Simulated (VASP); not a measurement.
# Pt (Fm-3m) in VASP: further runs

Pt is run at these levels: PBEsol; tasks: single point.

All numbers are computed with VASP 6.6.1; they aren't measurements. Logs are shortened: lines on timing, memory, paths and dates and some standing lists are left out, and cuts for length are marked.

**1. The cell of the first run**

Symmetry: Fm-3m, No. 225, cubic system. Conventional cell: a = 4.087 Å, b = 4.087 Å, c = 4.087 Å, α = 90.00°, β = 90.00°, γ = 90.00°. Within 3.8 Å of Pt (site symmetry m-3m) lie 12 Pt at 2.89 Å.

**2. Single point, PBEsol, collinear spin, ferromagnetic start**

INCAR

```
PREC = Accurate ; ENCUT = 520
EDIFF = 1E-6 ; ISMEAR = 0
SIGMA = 0.15 ; LREAL = F
LASPH = T ; NELM = 150
ALGO = Normal ; ISIF = 2
LWAVE = F ; LCHARG = T
ISPIN = 2 ; MAGMOM = 0.25
LORBIT = 11 ; NUPDOWN = 0.25
LMAXMIX = 4 ; GGA = PS
LELF = T ; LVHAR = T
NBANDS = 15
```

KPOINTS

```
regular mesh
0
Gamma
  22 22 22
```

POSCAR

```
Pt
1.0
    0.0000000000      2.0434252976      2.0434252976
    2.0434252976      0.0000000000      2.0434252976
    2.0434252976      2.0434252976      0.0000000000
Pt
1
Direct
    0.0000000000      0.0000000000      0.0000000000
```

Potentials or basis: VASP PAW PBE potentials, release 64 (Pt).

The run is started by

```bash
> cat potpaw_PBE.64/Pt/POTCAR > POTCAR
> mpirun -np 1 vasp_std > vasp.out
```

OUTCAR:

```text
PREC = Accurate
   ENCUT = 520
   EDIFF = 1E-6
   ISMEAR = 0
   LREAL = F
   LASPH = T
   NELM = 150
   ISIF = 2
   ISPIN = 2
   LORBIT = 11
   NUPDOWN = 0.25
   GGA = PS

 ion  position               nearest neighbor table
   1  0.000  0.000  0.000-

  LATTYP: Found a face centered cubic cell.
 ALAT       =     4.0868505952

  Lattice vectors:

 A1 = (   0.0000000000,   2.0434252976,   2.0434252976)
 A2 = (   2.0434252976,   0.0000000000,   2.0434252976)
 A3 = (   2.0434252976,   2.0434252976,   0.0000000000)

Analysis of symmetry for initial positions (statically):
=====================================================================
 Subroutine PRICEL returns:
 Original cell was already a primitive cell.

 Routine SETGRP: Setting up the symmetry group for a
 face centered cubic supercell.

 Subroutine GETGRP returns: Found 48 space group operations
 (whereof 48 operations were pure point group operations)
 out of a pool of 48 trial point group operations.

The static configuration has the point symmetry O_h .

Analysis of symmetry for dynamics (positions and initial velocities):
=====================================================================
 Subroutine PRICEL returns:
 Original cell was already a primitive cell.

 Routine SETGRP: Setting up the symmetry group for a
 face centered cubic supercell.

 Subroutine GETGRP returns: Found 48 space group operations
 (whereof 48 operations were pure point group operations)
 out of a pool of 48 trial point group operations.

The dynamic configuration has the point symmetry O_h .

Analysis of structural, dynamic, and magnetic symmetry:
=====================================================================
 Subroutine PRICEL returns:
 Original cell was already a primitive cell.

 Routine SETGRP: Setting up the symmetry group for a
 face centered cubic supercell.

 Subroutine GETGRP returns: Found 48 space group operations
 (whereof 48 operations were pure point group operations)
 out of a pool of 48 trial point group operations.

The overall configuration has the point symmetry O_h .

 Subroutine INISYM returns: Found 48 space group operations
 (whereof 48 operations are pure point group operations),
 and found     1 'primitive' translations

----------------------------------------------------------------------------------------

                                     Primitive cell

  volume of cell :      17.0650

  direct lattice vectors                    reciprocal lattice vectors
     0.000000000  2.043425298  2.043425298    -0.244687193  0.244687193  0.244687193
     2.043425298  0.000000000  2.043425298     0.244687193 -0.244687193  0.244687193
     2.043425298  2.043425298  0.000000000     0.244687193  0.244687193 -0.244687193

  length of vectors
     2.889839770  2.889839770  2.889839770     0.423810650  0.423810650  0.423810650

  position of ions in fractional coordinates (direct lattice)
     0.000000000  0.000000000  0.000000000

  ion indices of the primitive-cell ions
   primitive index   ion index
                 1           1

----------------------------------------------------------------------------------------

 KPOINTS: regular mesh

Automatic generation of k-mesh.
 Grid dimensions read from file:
 generate k-points for:   22   22   22

 Generating k-lattice:

  Cartesian coordinates                     Fractional coordinates (reciprocal lattice)
    -0.011122145  0.011122145  0.011122145     0.045454545  0.000000000  0.000000000
     0.011122145 -0.011122145  0.011122145     0.000000000  0.045454545  0.000000000
     0.011122145  0.011122145 -0.011122145     0.000000000  0.000000000  0.045454545

  Length of vectors
     0.019264120  0.019264120  0.019264120

  Shift w.r.t. Gamma in fractional coordinates (k-lattice)
     0.000000000  0.000000000  0.000000000

 Subroutine IBZKPT returns following result:
 ===========================================

 Found    328 irreducible k-points:

 Following reciprocal coordinates:
            Coordinates               Weight
  0.000000  0.000000  0.000000      1.000000
  0.045455  0.000000  0.000000      8.000000
  0.090909  0.000000  0.000000      8.000000
  0.136364  0.000000  0.000000      8.000000
  0.181818  0.000000  0.000000      8.000000
  0.227273  0.000000  0.000000      8.000000
[... 16 lines left out ...]
  0.500000  0.045455  0.000000     24.000000
 -0.454545  0.045455  0.000000     24.000000
 [... further k-points ...]
   k-points           NKPTS =    328   k-points in BZ     NKDIM =    328   number of bands    NBANDS=     15
   number of dos      NEDOS =    301   number of ions     NIONS =      1
   total plane-waves  NPLWV =  13824
   dimension x,y,z NGX =    24 NGY =   24 NGZ =   24
   dimension x,y,z NGXF=    48 NGYF=   48 NGZF=   48
   ions per type =               1
   NGX,Y,Z   is equivalent  to a cutoff of  13.81, 13.81, 13.81 a.u.
   NGXF,Y,Z  is equivalent  to a cutoff of  27.61, 27.61, 27.61 a.u.
 SYSTEM =  unknown system
   PREC   = accura    normal or accurate (medium, high low for compatibility)
   ISTART =      0    job   : 0-new  1-cont  2-samecut
   ICHARG =      2    charge: 1-file 2-atom 10-const
   ISPIN  =      2    spin polarized calculation?
   LNONCOLLINEAR =      F non collinear calculations
   LSORBIT =      F    spin-orbit coupling
   LASPH  =      T    aspherical Exc in radial PAW
   ENCUT  =  520.0 eV  38.22 Ry    6.18 a.u.   5.37  5.37  5.37*2*pi/ulx,y,z
   NELM   =    150;   NELMIN=  2; NELMDL= -5     # of ELM steps
   EDIFF  = 0.1E-05   stopping-criterion for ELM
   LREAL  =      F    real-space projection
   EDIFFG = 0.1E-04   stopping-criterion for IOM
   NSW    =      0    number of steps for IOM
   IBRION =     -1    ionic relax: 0-MD 1-quasi-New 2-CG
   NFREE  =      0    steps in history (QN), initial steepest desc. (CG)
   ISIF   =      2    stress and relaxation
   ISYM   =      2    0-nonsym 1-usesym 2-fastsym
   POTIM  = 0.5000    time-step for ionic-motion
   TEBEG  =    0.0;   TEEND  =   0.0 temperature during run
   PSTRESS=    0.0 pullay stress
   NELECT =      10.0000    total number of electrons
   NUPDOWN=       0.2500    fix difference up-down
   EMIN   =  10.00;   EMAX   =-10.00  energy-range for DOS
   EFERMI =   0.00;   METHOD = LEGACY
   ISMEAR =     0;   SIGMA  =   0.15  broadening in eV -4-tet -1-fermi 0-gaus
   EFERMI_NEDOS =   21; number of points for ismear=-14 and -15
   IALGO  =     38    algorithm
   IMIX   =      4    mixing-type and parameters
     AMIX     =   0.40;   BMIX     =  1.00
     AMIX_MAG =   1.60;   BMIX_MAG =  1.00
  volume/ion in A,a.u.               =      17.06       115.16
  Fermi-wavevector in a.u.,A,eV,Ry     =   1.369954  2.588838 25.535070  1.876775
  Thomas-Fermi vector in A             =   2.495784
   LORBIT       =     11    0 simple, 1 ext, 2 COOP (PROOUT), +10 PAW based schemes
   GGA     = PS    functional components
   LHFCALC =     F    Hartree Fock is set to
   AEXX    =    0.0000 exact exchange contribution
   IVDW    =     0    specifies the selected vdW correction
   LEPSILON=     F    determine dielectric tensor
   LRPA    =     F    only Hartree local field effects (RPA)
 spin polarized calculation
 Gauss-broadening in eV      SIGMA  =   0.15
  energy-cutoff  :      520.00
  volume of cell :       17.06
 maximum number of plane-waves:       477
 NGX is ok and might be reduce to    24
   NGX = 11   NGY = 11   NGZ = 11

 number of electron      10.0000000 magnetization       0.2500000

 Free energy of the ion-electron system (eV)
  ---------------------------------------------------
  ext. energy  EPLUGINS =         0.00000000
  ---------------------------------------------------
  free energy    TOTEN  =        -6.78292829 eV

  energy without entropy =       -6.76037452  energy(sigma->0) =       -6.77165140

 E-fermi :   8.8488     XC(G=0): -12.9054

 val. band max:        8.8972589262   @ k =   0.5000   0.3636   0.0455
 cond. band min:       8.8493448720   @ k =  -0.2273   0.1364   0.0000
 fundamental gap:     -0.0479140543
 Fermi energy:         8.9033949788

 spin component 1

 k-point     1 :       0.0000    0.0000    0.0000
  band No.  band energies     occupation
      1      -0.1197      1.00000
      2       5.6783      1.00000
      3       5.6783      1.00000
      4       5.6783      1.00000
      5       7.4615      1.00000
      6       7.4615      1.00000
      7      23.7350      0.00000
      8      28.0011      0.00000
      9      28.0011      0.00000
     10      28.0011      0.00000
     11      32.8858      0.00000
     12      38.3713      0.00000
     13      38.3713      0.00000
     14      38.3713      0.00000
     15      39.6504      0.00000
[... 397 lines left out ...]
 k-point    24 :      -0.4545    0.0455    0.0000
  band No.  band energies     occupation
      1       2.7104      1.00000
      2       5.6226      1.00000
      3       5.7021      1.00000
      4       8.0029      1.00000
      5       8.7214      0.95687
      6       9.4801      0.00000
      7      13.9638      0.00000
      8      23.3766      0.00000
      9      26.5552      0.00000
     10      27.0013      0.00000
     11      34.9372      0.00000
     12      35.1464      0.00000
     13      36.4065      0.00000
     14      41.0933      0.00000
     15      41.3083      0.00000

 [... further k-points ...]

 spin component 2

 k-point     1 :       0.0000    0.0000    0.0000
  band No.  band energies     occupation
      1      -0.0817      1.00000
      2       5.8477      1.00000
      3       5.8477      1.00000
      4       5.8477      1.00000
      5       7.6146      1.00000
      6       7.6146      1.00000
      7      23.7587      0.00000
      8      28.0240      0.00000
      9      28.0240      0.00000
     10      28.0240      0.00000
     11      32.8795      0.00000
     12      38.4226      0.00000
     13      38.4226      0.00000
     14      38.4226      0.00000
     15      39.7889      0.00000
[... 397 lines left out ...]
 k-point    24 :      -0.4545    0.0455    0.0000
  band No.  band energies     occupation
      1       2.8187      1.00000
      2       5.7701      1.00000
      3       5.8509      1.00000
      4       8.0939      1.00000
      5       8.9033      0.30371
      6       9.5939      0.00000
      7      14.0961      0.00000
      8      23.3904      0.00000
      9      26.6082      0.00000
     10      27.0543      0.00000
     11      34.9730      0.00000
     12      35.1827      0.00000
     13      36.4516      0.00000
     14      41.2300      0.00000
     15      41.4592      0.00000

 [... further k-points ...]
[... 5 lines left out ...]
  --------------------------------------------------------------------------------------
  -------------------------------------------------------------------------------------
  Total       -2.7476865     -2.7476865     -2.7476865      0.0000000      0.0000000      0.0000000
  in kB     -257.9713455   -257.9713455   -257.9713455      0.0000000      0.0000000      0.0000000
  external PRESSURE =    -257.9713455 kB  Pullay stress =       0.0000000 kB

 VOLUME and BASIS-vectors are now :
 -----------------------------------------------------------------------------
  energy-cutoff  :      520.00
  volume of cell :       17.06
      direct lattice vectors                 reciprocal lattice vectors
     0.000000000  2.043425298  2.043425298    -0.244687193  0.244687193  0.244687193
     2.043425298  0.000000000  2.043425298     0.244687193 -0.244687193  0.244687193
     2.043425298  2.043425298  0.000000000     0.244687193  0.244687193 -0.244687193

 POSITION                                       TOTAL-FORCE (eV/Angst)
 -----------------------------------------------------------------------------------
      0.00000      0.00000      0.00000        -0.000000     -0.000000     -0.000000
 -----------------------------------------------------------------------------------
    total drift:                               -0.000000      0.000000     -0.000000

  FREE ENERGIE OF THE ION-ELECTRON SYSTEM (eV)
  ---------------------------------------------------
  free  energy   TOTEN  =        -6.7829282905 eV

  energy  without entropy=       -6.7603745178  energy(sigma->0) =       -6.77165140

 total charge

# of ion       s       p       d       tot
------------------------------------------
    1        0.573   0.472   7.953   8.997

 magnetization (x)

# of ion       s       p       d       tot
------------------------------------------
    1       -0.001  -0.004   0.255   0.250
```

Run time: 1.7 min. Hardware: 1 thread of Intel Xeon 6975P-C, shared host; peak memory 0.25 GiB.

What came out:

* Free energy: -6.7829 eV
* Pressure: -25.8 GPa
* Net moment: 0.25 μB per cell
* Site moments: Pt +0.25 μB
* Valence electrons inside the program's atomic spheres: Pt 9.00

Caveat: the PAW data sets were made with another functional, which shifts forces and pressure a little; spin-orbit coupling is left out, which moves the levels of the heavy elements; the total moment is fixed, so each spin has its own Fermi level.

(Continued in part 2 of 2.)
